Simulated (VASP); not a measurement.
Here is a VASP 6.6.1 calculation.

File INCAR:

```
SYSTEM = Be
PREC = Accurate
ENCUT = 600
EDIFF = 1E-6
ISMEAR = -1
SIGMA = 0.1
LREAL = .FALSE.
LASPH = .TRUE.
NELM = 100
ALGO = Normal
ISIF = 3
LWAVE = .FALSE.
LCHARG = .FALSE.
GGA = B5
ALDAX = 1.0
AGGAX = 1.0
AGGAC = 1.0
ALDAC = 0.0
IVDW = 12
VDW_S6 = 1.0
VDW_S8 = 2.6996
VDW_A1 = 0.4298
VDW_A2 = 4.2359
IBRION = 2
NSW = 80
EDIFFG = -0.01
```

The input KPOINTS:

```
Automatic mesh
0
G
  15 15 15
  0 0 0
```

File POSCAR:

```
Be
1.0
    2.1704690000      0.0000000000      0.0000000000
   -0.7234896440      2.0463378057      0.0000000000
   -0.7234896440     -1.0231688548      1.7721805522
Be
1
Direct
    0.0000000000      0.0000000000      0.0000000000
```

Potentials or basis: VASP PAW PBE potentials, release 64 (Be).

The run is started by

```bash
$ cat potpaw_PBE.64/Be/POTCAR > POTCAR
$ mpirun -np 1 vasp_std > vasp.out
```

Task: Estimate the dispersion energy per atom.

Result: -0.853 eV.

Task: Estimate the relaxed cell.

Result: a = 2.071 Å, b = 2.071 Å, c = 2.071 Å, α = 109.47°, β = 109.47°, γ = 109.47°.

Task: Predict the relaxed volume.

Result: 6.84 Å³/atom.

Task: What does it give for the band gap on the k mesh?

Result: Zero (band 1 reaches 12.98 eV, above the bottom of band 2 at 8.10 eV).

Step by step:
| step | energy change (eV) | largest force (eV/Å) | pressure (GPa) | volume (Å³) |
| --- | --- | --- | --- | --- |
| 1 | 0.0000 | 0.0000 | -16.29 | 7.87 |
| 2 | -0.0570 | 0.0000 | -3.32 | 6.99 |
| 3 | -0.0587 | 0.0000 | -0.22 | 6.84 |

Caveat: the PAW data sets were made with another functional, which shifts forces and pressure a little; pairwise dispersion overbinds metals, which lowers pressure and volume.
